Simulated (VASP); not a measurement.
# TiNi (P4/mmm) in VASP: further runs, part 2 of 2

VASP 6.6.1. The steps go on from the part before.

### 4 Single point, PBEsol, collinear spin, ferromagnetic start

This run uses another cell than the first one, of 12.87 Å³/atom.

INCAR reads:

```
SYSTEM = TiNi
PREC = Accurate
ENCUT = 520
EDIFF = 1E-6
ISMEAR = -1
SIGMA = 0.05
LREAL = .False.
LASPH = .True.
NELM = 150
ALGO = Normal
ISIF = 2
LWAVE = .False.
LCHARG = .False.
ISPIN = 2
MAGMOM = 1 1
LORBIT = 11
LMAXMIX = 4
GGA = PS
NBANDS = 22
```

KPOINTS reads:

```
Automatic mesh
0
Gamma
  10 10 8
  0 0 0
```

POSCAR reads:

```
TiNi
1.0
    2.6988281566      0.0000000000      0.0000000000
    0.0000000000      2.6988281566      0.0000000000
    0.0000000000      0.0000000000      3.5330066341
Ni Ti
1 1
Direct
    0.0000000000      0.0000000000      0.0000000000
    0.5000000000      0.5000000000      0.5000000000
```

Potentials or basis: VASP PAW PBE potentials, release 64 (Ni, Ti_sv).

Launch:

```sh
$ cat potpaw_PBE.64/Ni/POTCAR potpaw_PBE.64/Ti_sv/POTCAR > POTCAR
$ mpirun -np 1 vasp_std > vasp.out
```

OUTCAR:

```text
SYSTEM = TiNi
   PREC = Accurate
   ENCUT = 520
   EDIFF = 1E-6
   ISMEAR = -1
   LREAL = .False.
   LASPH = .True.
   NELM = 150
   ISIF = 2
   ISPIN = 2
   LORBIT = 11
   GGA = PS

 ion  position               nearest neighbor table
   1  0.000  0.000  0.000-   2 2.60   2 2.60   2 2.60   2 2.60   2 2.60   2 2.60   2 2.60   2 2.60

   2  0.500  0.500  0.500-   1 2.60   1 2.60   1 2.60   1 2.60   1 2.60   1 2.60   1 2.60   1 2.60

  LATTYP: Found a simple tetragonal cell.
 ALAT       =     2.6988281566
 C/A-ratio  =     1.3090891413

  Lattice vectors:

 A1 = (   2.6988281566,   0.0000000000,   0.0000000000)
 A2 = (   0.0000000000,   2.6988281566,   0.0000000000)
 A3 = (   0.0000000000,   0.0000000000,   3.5330066341)

Analysis of symmetry for initial positions (statically):
=====================================================================
 Subroutine PRICEL returns:
 Original cell was already a primitive cell.

 Routine SETGRP: Setting up the symmetry group for a
 simple tetragonal supercell.

 Subroutine GETGRP returns: Found 16 space group operations
[... 798 lines left out ...]
      6       5.6091      1.00000
[... 589 lines left out ...]
     21      29.1595      0.00000
     22      30.0157      0.00000

 [... further k-points ...]

------------------------ aborting loop because EDIFF is reached ----------------------------------------

  FORCE on cell =-STRESS in cart. coord.  units (eV):
  Direction    XX          YY          ZZ          XY          YZ          ZX
  --------------------------------------------------------------------------------------
  -------------------------------------------------------------------------------------
  Total        0.1383982      0.1383982     -0.1593906      0.0000000     -0.0000000      0.0000000
  in kB        8.6168043      8.6168043     -9.9238067      0.0000000     -0.0000000      0.0000000
  external PRESSURE =       2.4366006 kB  Pullay stress =       0.0000000 kB

 VOLUME and BASIS-vectors are now :
 -----------------------------------------------------------------------------
  energy-cutoff  :      520.00
  volume of cell :       25.73
      direct lattice vectors                 reciprocal lattice vectors
     2.698828157  0.000000000  0.000000000     0.370531187  0.000000000  0.000000000
     0.000000000  2.698828157  0.000000000     0.000000000  0.370531187  0.000000000
     0.000000000  0.000000000  3.533006634     0.000000000  0.000000000  0.283045039

 POSITION                                       TOTAL-FORCE (eV/Angst)
 -----------------------------------------------------------------------------------
      0.00000      0.00000      0.00000         0.000000      0.000000      0.000000
      1.34941      1.34941      1.76650         0.000000      0.000000      0.000000
 -----------------------------------------------------------------------------------
    total drift:                               -0.000000      0.000000      0.000000

  FREE ENERGIE OF THE ION-ELECTRON SYSTEM (eV)
  ---------------------------------------------------
  free  energy   TOTEN  =       -15.1798032716 eV

  energy  without entropy=      -15.1597030903  energy(sigma->0) =      -15.16975318

 total charge

# of ion       s       p       d       tot
------------------------------------------
    1        0.566   0.516   8.318   9.400
    2        2.257   6.160   1.949  10.366
--------------------------------------------------
tot          2.823   6.675  10.268  19.766

 magnetization (x)

# of ion       s       p       d       tot
------------------------------------------
    1       -0.000   0.000   0.000   0.000
    2        0.000   0.000   0.001   0.001
--------------------------------------------------
tot          0.000   0.000   0.001   0.001
```

OSZICAR:

```text
N       E                     dE             d eps       ncg     rms          rms(c)
DAV:   1     0.176788003183E+03    0.17679E+03   -0.10444E+04  9760   0.132E+03
DAV:   2    -0.162712058625E+01   -0.17842E+03   -0.17000E+03  9386   0.317E+02
DAV:   3    -0.169959843457E+02   -0.15369E+02   -0.14925E+02 14226   0.888E+01
DAV:   4    -0.175137861473E+02   -0.51780E+00   -0.51602E+00 10000   0.144E+01
DAV:   5    -0.175265133611E+02   -0.12727E-01   -0.12725E-01 10952   0.219E+00    0.171E+01
DAV:   6    -0.189738435282E+02   -0.14473E+01   -0.32937E+01 10550   0.701E+01    0.175E+01
DAV:   7    -0.153720679793E+02    0.36018E+01   -0.11135E+01 11310   0.435E+01    0.657E+00
DAV:   8    -0.152056816182E+02    0.16639E+00   -0.15948E+00 12572   0.122E+01    0.223E+00
DAV:   9    -0.151903279587E+02    0.15354E-01   -0.30659E-01 12804   0.578E+00    0.204E+00
DAV:  10    -0.151800282556E+02    0.10300E-01   -0.10466E-01 11588   0.350E+00    0.520E-01
DAV:  11    -0.151800085124E+02    0.19743E-04   -0.28376E-03 11100   0.544E-01    0.247E-01
DAV:  12    -0.151797644419E+02    0.24407E-03   -0.11243E-03 12524   0.326E-01    0.615E-02
DAV:  13    -0.151797949628E+02   -0.30521E-04   -0.15668E-04 11826   0.970E-02    0.204E-02
DAV:  14    -0.151797974346E+02   -0.24718E-05   -0.23094E-05 10768   0.307E-02    0.147E-02
DAV:  15    -0.151798002948E+02   -0.28602E-05   -0.93996E-06 10876   0.185E-02    0.928E-03
DAV:  16    -0.151798014694E+02   -0.11746E-05   -0.30261E-06  8520   0.159E-02    0.509E-03
DAV:  17    -0.151798028228E+02   -0.13534E-05   -0.29571E-06  9304   0.946E-03    0.411E-03
DAV:  18    -0.151798032716E+02   -0.44876E-06   -0.11094E-06  6768   0.641E-03
   1 F= -.15179803E+02 E0= -.15169753E+02  d E =-.201002E-01  mag=     0.0004
```

It took 2.2 min on 1 thread of Intel Xeon 8259CL, shared host; peak memory 0.21 GiB.

What came out:

```yaml
Free_energy: -15.1798 eV
Pressure: 0.2 GPa
Band_gap_on_the_k_mesh: zero (filled and empty bands overlap)
Net_moment: 0.00 μB per cell
Valence_electrons_inside_the_program's_atomic_spheres: Ni 9.40; Ti 10.37
```

Stress tensor (GPa, compression positive):
```
 0.86  0.00  0.00
 0.00  0.86  0.00
 0.00  0.00 -0.99
```

Levels at points of the mesh, in eV from the Fermi level:
Spin up:
```tsv
k point	band 8	band 9	band 10	band 11	band 12	band 13	band 14	band 15
(0.00, 0.00, 0.00)	-1.91	-1.91	-1.23	-0.30	0.71	3.10	3.10	3.56
(0.50, 0.00, 0.00)	-2.51	-1.74	-1.52	-0.78	-0.41	0.50	1.64	2.80
(0.50, 0.50, 0.00)	-3.42	-0.73	0.13	2.28	2.28	2.32	2.32	2.53
(0.00, 0.00, 0.50)	-1.66	-1.66	-1.66	-1.16	-1.11	1.89	2.04	2.04
(0.50, 0.00, 0.50)	-1.99	-1.94	-0.23	0.05	0.21	0.74	2.43	3.13
(0.50, 0.50, 0.50)	-2.61	-1.52	-1.52	-1.49	-0.73	2.90	4.58	7.42
```
Spin down:
| k point | band 9 | band 10 | band 11 | band 12 | band 13 | band 14 |
| --- | --- | --- | --- | --- | --- | --- |
| (0.00, 0.00, 0.00) | -1.91 | -1.23 | -0.29 | 0.71 | 3.10 | 3.10 |
| (0.50, 0.00, 0.00) | -1.74 | -1.52 | -0.78 | -0.41 | 0.50 | 1.64 |
| (0.50, 0.50, 0.00) | -0.73 | 0.13 | 2.28 | 2.28 | 2.32 | 2.32 |
| (0.00, 0.00, 0.50) | -1.66 | -1.66 | -1.16 | -1.11 | 1.89 | 2.04 |
| (0.50, 0.00, 0.50) | -1.94 | -0.23 | 0.05 | 0.21 | 0.74 | 2.43 |
| (0.50, 0.50, 0.50) | -1.52 | -1.52 | -1.49 | -0.73 | 2.90 | 4.58 |

Caveat: the PAW data sets were made with another functional, which shifts forces and pressure a little.

### 5 Single point, PBEsol, collinear spin, ferromagnetic start

This run uses another cell than the first one, of 13.13 Å³/atom.

INCAR reads:

```
PREC = Accurate ; ENCUT = 520
EDIFF = 1E-6 ; ISMEAR = -1
SIGMA = 0.05 ; LREAL = False
LASPH = True ; NELM = 150
ALGO = Normal ; ISIF = 2
LWAVE = False ; LCHARG = False
ISPIN = 2 ; MAGMOM = 1 1
LORBIT = 11 ; LMAXMIX = 4
GGA = PS ; NBANDS = 22
```

KPOINTS reads:

```
Automatic mesh
0
Gamma
  10 10 8
```

POSCAR reads:

```
TiNi
1.0
    2.7174413528      0.0000000000      0.0000000000
    0.0000000000      2.7174413528      0.0000000000
    0.0000000000      0.0000000000      3.5573729670
Ni Ti
1 1
Direct
    0.0000000000      0.0000000000      0.0000000000
    0.5000000000      0.5000000000      0.5000000000
```

Potentials or basis: VASP PAW PBE potentials, release 64 (Ni, Ti_sv).

Launch:

```sh
$ cat potpaw_PBE.64/Ni/POTCAR potpaw_PBE.64/Ti_sv/POTCAR > POTCAR
$ mpirun -np 1 vasp_std > vasp.out
```

OUTCAR:

```text
PREC = Accurate
   ENCUT = 520
   EDIFF = 1E-6
   ISMEAR = -1
   LREAL = False
   LASPH = True
   NELM = 150
   ISIF = 2
   ISPIN = 2
   LORBIT = 11
   GGA = PS

 ion  position               nearest neighbor table
   1  0.000  0.000  0.000-   2 2.62   2 2.62   2 2.62   2 2.62   2 2.62   2 2.62   2 2.62   2 2.62

   2  0.500  0.500  0.500-   1 2.62   1 2.62   1 2.62   1 2.62   1 2.62   1 2.62   1 2.62   1 2.62

  LATTYP: Found a simple tetragonal cell.
 ALAT       =     2.7174413528
 C/A-ratio  =     1.3090891413

  Lattice vectors:

 A1 = (   2.7174413528,   0.0000000000,   0.0000000000)
 A2 = (   0.0000000000,   2.7174413528,   0.0000000000)
 A3 = (   0.0000000000,   0.0000000000,   3.5573729670)

Analysis of symmetry for initial positions (statically):
=====================================================================
 Subroutine PRICEL returns:
 Original cell was already a primitive cell.

 Routine SETGRP: Setting up the symmetry group for a
 simple tetragonal supercell.

 Subroutine GETGRP returns: Found 16 space group operations
 (whereof 16 operations were pure point group operations)
 out of a pool of 16 trial point group operations.

The static configuration has the point symmetry D_4h.

Analysis of symmetry for dynamics (positions and initial velocities):
=====================================================================
 Subroutine PRICEL returns:
 Original cell was already a primitive cell.

 Routine SETGRP: Setting up the symmetry group for a
 simple tetragonal supercell.

 Subroutine GETGRP returns: Found 16 space group operations
 (whereof 16 operations were pure point group operations)
 out of a pool of 16 trial point group operations.

The dynamic configuration has the point symmetry D_4h.

Analysis of structural, dynamic, and magnetic symmetry:
[... 151 lines left out ...]
  ---------------------------------------------------
  ext. energy  EPLUGINS =         0.00000000
  ---------------------------------------------------
  free energy    TOTEN  =       -15.17473186 eV

  energy without entropy =      -15.15422467  energy(sigma->0) =      -15.16447826

 E-fermi :   9.4192     XC(G=0): -12.7390

 val. band max:        9.4185754078   @ k =   0.2000   0.1000   0.5000
 cond. band min:       9.4208657049   @ k =   0.5000   0.3000   0.0000
 fundamental gap:      0.0022902970
 Fermi energy:         9.4192412306

 spin component 1

 k-point     1 :       0.0000    0.0000    0.0000
  band No.  band energies     occupation
      1     -47.1607      1.00000
      2     -23.5007      1.00000
      3     -23.1465      1.00000
      4     -23.1465      1.00000
      5       1.7460      1.00000
      6       5.4552      1.00000
[... 589 lines left out ...]
     21      28.6018      0.00000
     22      29.5649      0.00000

 [... further k-points ...]

 spin component 2

 k-point     1 :       0.0000    0.0000    0.0000
  band No.  band energies     occupation
      1     -47.1588      1.00000
      2     -23.4993      1.00000
      3     -23.1445      1.00000
      4     -23.1445      1.00000
      5       1.7466      1.00000
      6       5.4560      1.00000
[... 589 lines left out ...]
     21      28.6031      0.00000
     22      29.5659      0.00000

 [... further k-points ...]

------------------------ aborting loop because EDIFF is reached ----------------------------------------

  FORCE on cell =-STRESS in cart. coord.  units (eV):
  Direction    XX          YY          ZZ          XY          YZ          ZX
  --------------------------------------------------------------------------------------
  -------------------------------------------------------------------------------------
  Total       -0.3869258     -0.3869258     -0.7691453      0.0000000      0.0000000      0.0000000
  in kB      -23.5987218    -23.5987218    -46.9104076      0.0000000      0.0000000      0.0000000
  external PRESSURE =     -31.3692837 kB  Pullay stress =       0.0000000 kB

 VOLUME and BASIS-vectors are now :
 -----------------------------------------------------------------------------
  energy-cutoff  :      520.00
  volume of cell :       26.27
      direct lattice vectors                 reciprocal lattice vectors
     2.717441353  0.000000000  0.000000000     0.367993222  0.000000000  0.000000000
     0.000000000  2.717441353  0.000000000     0.000000000  0.367993222  0.000000000
     0.000000000  0.000000000  3.557372967     0.000000000  0.000000000  0.281106313

 POSITION                                       TOTAL-FORCE (eV/Angst)
 -----------------------------------------------------------------------------------
      0.00000      0.00000      0.00000         0.000000      0.000000      0.000000
      1.35872      1.35872      1.77869         0.000000      0.000000      0.000000
 -----------------------------------------------------------------------------------
    total drift:                               -0.000000      0.000000      0.000000

  FREE ENERGIE OF THE ION-ELECTRON SYSTEM (eV)
  ---------------------------------------------------
  free  energy   TOTEN  =       -15.1747318581 eV

  energy  without entropy=      -15.1542246715  energy(sigma->0) =      -15.16447826

 total charge

# of ion       s       p       d       tot
------------------------------------------
    1        0.557   0.500   8.311   9.367
    2        2.253   6.154   1.929  10.336
--------------------------------------------------
tot          2.810   6.653  10.240  19.703

 magnetization (x)

# of ion       s       p       d       tot
------------------------------------------
    1       -0.000   0.000   0.000   0.000
    2        0.000   0.000   0.002   0.002
--------------------------------------------------
tot          0.000   0.000   0.002   0.002
```

OSZICAR:

```text
N       E                     dE             d eps       ncg     rms          rms(c)
DAV:   1     0.178259342373E+03    0.17826E+03   -0.10414E+04  9712   0.131E+03
DAV:   2    -0.136548970698E+01   -0.17962E+03   -0.17130E+03  9330   0.318E+02
DAV:   3    -0.169383863180E+02   -0.15573E+02   -0.15105E+02 14176   0.892E+01
DAV:   4    -0.175377797893E+02   -0.59939E+00   -0.59680E+00 10030   0.149E+01
DAV:   5    -0.175523622440E+02   -0.14582E-01   -0.14581E-01 11016   0.231E+00    0.168E+01
DAV:   6    -0.188670204173E+02   -0.13147E+01   -0.32143E+01 10542   0.693E+01    0.174E+01
DAV:   7    -0.153996474256E+02    0.34674E+01   -0.11301E+01 11268   0.431E+01    0.698E+00
DAV:   8    -0.152114913012E+02    0.18816E+00   -0.18977E+00 12386   0.131E+01    0.240E+00
DAV:   9    -0.151827417560E+02    0.28750E-01   -0.33574E-01 12712   0.599E+00    0.194E+00
DAV:  10    -0.151746194456E+02    0.81223E-02   -0.91135E-02 11646   0.322E+00    0.519E-01
DAV:  11    -0.151748753330E+02   -0.25589E-03   -0.24924E-03 10768   0.499E-01    0.241E-01
DAV:  12    -0.151746747663E+02    0.20057E-03   -0.11690E-03 12340   0.333E-01    0.566E-02
DAV:  13    -0.151747164031E+02   -0.41637E-04   -0.16455E-04 11542   0.955E-02    0.224E-02
DAV:  14    -0.151747213388E+02   -0.49357E-05   -0.24989E-05 10886   0.314E-02    0.159E-02
DAV:  15    -0.151747265592E+02   -0.52204E-05   -0.12807E-05 10968   0.209E-02    0.941E-03
DAV:  16    -0.151747287228E+02   -0.21636E-05   -0.36833E-06  9672   0.155E-02    0.667E-03
DAV:  17    -0.151747311395E+02   -0.24167E-05   -0.55804E-06 10548   0.128E-02    0.578E-03
DAV:  18    -0.151747318581E+02   -0.71858E-06   -0.22872E-06  8144   0.904E-03
   1 F= -.15174732E+02 E0= -.15164478E+02  d E =-.205072E-01  mag=     0.0005
```

stdout:

```text
POSCAR found type information on POSCAR NiTi
 POSCAR found :  2 types and       2 ions
 scaLAPACK will be used
 -----------------------------------------------------------------------------
|                                                                             |
|                                                                             |
|     You enforced a specific xc type in the INCAR file but a different       |
|     I HOPE YOU KNOW WHAT YOU ARE DOING!                                     |
|                                                                             |
 -----------------------------------------------------------------------------

 LDA part: xc-table for (Slater+PW92), standard interpolation
 POSCAR, INCAR and KPOINTS ok, starting setup
 FFT: planning ... GRIDC
 FFT: planning ... GRID_SOFT
 FFT: planning ... GRID
 WAVECAR not read
 entering main loop
```

Run time: 2.2 min. Hardware: 1 thread of Intel Xeon 8259CL, shared host; peak memory 0.22 GiB.

What came out:

| Property | Result |
| --- | --- |
| Free energy | -15.1747 eV |
| Pressure | -3.1 GPa |
| Band gap on the k mesh | zero (filled and empty bands overlap) |
| Net moment | 0.00 μB per cell |
| Valence electrons inside the program's atomic spheres | Ni 9.37; Ti 10.34 |

Levels at points of the mesh, in eV from the Fermi level:
Spin up:
```csv
k point,band 7,band 8,band 9,band 10,band 11,band 12,band 13,band 14,band 15,band 16
"(0.00, 0.00, 0.00)",-3.46,-1.86,-1.86,-1.20,-0.29,0.69,3.02,3.02,3.47,3.96
"(0.50, 0.00, 0.00)",-2.53,-2.45,-1.70,-1.48,-0.75,-0.39,0.46,1.61,2.73,5.37
"(0.50, 0.50, 0.00)",-3.32,-3.32,-0.72,0.12,2.22,2.22,2.27,2.27,2.47,4.45
"(0.00, 0.00, 0.50)",-2.85,-1.63,-1.62,-1.62,-1.14,-1.07,1.85,1.99,1.99,3.37
"(0.50, 0.00, 0.50)",-2.01,-1.94,-1.89,-0.24,0.05,0.21,0.69,2.37,3.05,3.19
"(0.50, 0.50, 0.50)",-2.55,-2.55,-1.47,-1.47,-1.45,-0.72,2.83,4.45,7.26,8.60
```
Spin down:
| k point | band 8 | band 9 | band 10 | band 11 | band 12 | band 13 | band 14 | band 15 |
| --- | --- | --- | --- | --- | --- | --- | --- | --- |
| (0.00, 0.00, 0.00) | -1.86 | -1.86 | -1.20 | -0.28 | 0.69 | 3.02 | 3.02 | 3.47 |
| (0.50, 0.00, 0.00) | -2.45 | -1.70 | -1.48 | -0.75 | -0.39 | 0.46 | 1.61 | 2.73 |
| (0.50, 0.50, 0.00) | -3.32 | -0.72 | 0.12 | 2.22 | 2.22 | 2.27 | 2.27 | 2.47 |
| (0.00, 0.00, 0.50) | -1.63 | -1.62 | -1.62 | -1.14 | -1.07 | 1.85 | 2.00 | 2.00 |
| (0.50, 0.00, 0.50) | -1.94 | -1.89 | -0.24 | 0.05 | 0.21 | 0.69 | 2.38 | 3.05 |
| (0.50, 0.50, 0.50) | -2.55 | -1.47 | -1.47 | -1.45 | -0.72 | 2.83 | 4.46 | 7.26 |

Caveat: the cell stands under tension; the PAW data sets were made with another functional, which shifts forces and pressure a little.

### 6 Summary

```csv
cell,gap on the mesh (eV),pressure (GPa),moment (μB)
"a = 2.772, b = 2.772, c = 3.629 Å, 2 atoms",none,-11.4,0.00
"a = 2.789, b = 2.789, c = 3.652 Å, 2 atoms",none,-13.7,0.00
"a = 2.699, b = 2.699, c = 3.533 Å, 2 atoms",none,0.2,0.00
"a = 2.717, b = 2.717, c = 3.557 Å, 2 atoms",none,-3.1,0.00
```

Alike in all rows: task single point; level PBEsol; potentials or basis VASP PAW PBE potentials, release 64 (Ni, Ti_sv); spin collinear, ferromagnetic start; k mesh 10 × 10 × 8; cutoff (eV) 520; smearing fermi-dirac 0.05 eV.

Caveats: the PAW data sets were made with another functional, which shifts forces and pressure a little; the cell stands under tension (at least some runs).

Absolute energies hang on the potentials; compare differences alone.
